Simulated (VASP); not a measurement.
Write the native input for VASP 6.6.1 that does the following.

```
Task                   : single point
Functional             : r2SCAN
Potentials or basis    : VASP PAW PBE potentials, release 64 (Be, S)
Cutoff                 : 520 eV
k mesh                 : 8 × 8 × 8
Occupations            : gaussian, width 0.05 eV
Spin                   : no spin polarisation
Dipole correction      : no
Further INCAR settings : ALGO = Normal; EDIFF = 1e-07; NBANDS = 11
```

BeS:

```
Be S
1.0
     0.00000    2.35225    2.42500
     2.35225    0.00000    2.42500
     2.35225    2.35225    0.00000
Be S
1 1
Direct
  0.00000 0.00000 0.00000
  0.75000 0.75000 0.75000
```

This cell differs from its parent crystal: strain -0.030 along x and y, +0.000 along z.

One way to write it, as run:

POSCAR

```
BeS
1.0
    0.0000000000      2.3522500000      2.4250000000
    2.3522500000      0.0000000000      2.4250000000
    2.3522500000      2.3522500000      0.0000000000
Be S
1 1
Direct
    0.0000000000      0.0000000000      0.0000000000
    0.7500000000      0.7500000000      0.7500000000
```

INCAR.step1

```
SYSTEM = BeS
ALGO = Normal ; EDIFF = 1E-4
ENCUT = 520 ; GGA = PE
ISMEAR = 0 ; LASPH = .True.
LCHARG = .False. ; LREAL = .False.
LWAVE = .True. ; NBANDS = 11
NELM = 100 ; PREC = Accurate
SIGMA = 0.05
```

INCAR.step2

```
SYSTEM = BeS
ALGO = Normal ; EDIFF = 1E-7
ENCUT = 520 ; ISIF = 2
ISMEAR = 0 ; ISTART = 1
LASPH = .True. ; LCHARG = .True.
LELF = .True. ; LMIXTAU = .True.
LREAL = .False. ; LVHAR = .True.
LWAVE = .False. ; METAGGA = R2SCAN
NBANDS = 11 ; NELM = 100
PREC = Accurate ; SIGMA = 0.05
```

KPOINTS

```
k-points
0
Gamma
  8 8 8
  0 0 0
```

Potentials or basis: VASP PAW PBE potentials, release 64 (Be, S).

Launch:

```console
$ cat potpaw_PBE.64/Be/POTCAR potpaw_PBE.64/S/POTCAR > POTCAR
$ cp INCAR.step1 INCAR
$ mpirun -np 1 vasp_std > vasp.out
$ cp INCAR.step2 INCAR
$ mpirun -np 1 vasp_std > vasp.out
```

It gave:

```json
{
 "Pressure": "8.4 GPa",
 "Band gap on the k mesh": "3.28 eV, indirect (least direct gap 6.14 eV)"
}
```

Caveat: the cell differs from its parent crystal (strain -0.030 along x and y, +0.000 along z); the PAW data sets were made with another functional, which shifts forces and pressure a little.

It took 60 s on 1 thread of Intel(R) Xeon(R) Platinum 8488C (Sapphire Rapids), with other jobs on the host, peak memory 0.16 GiB.
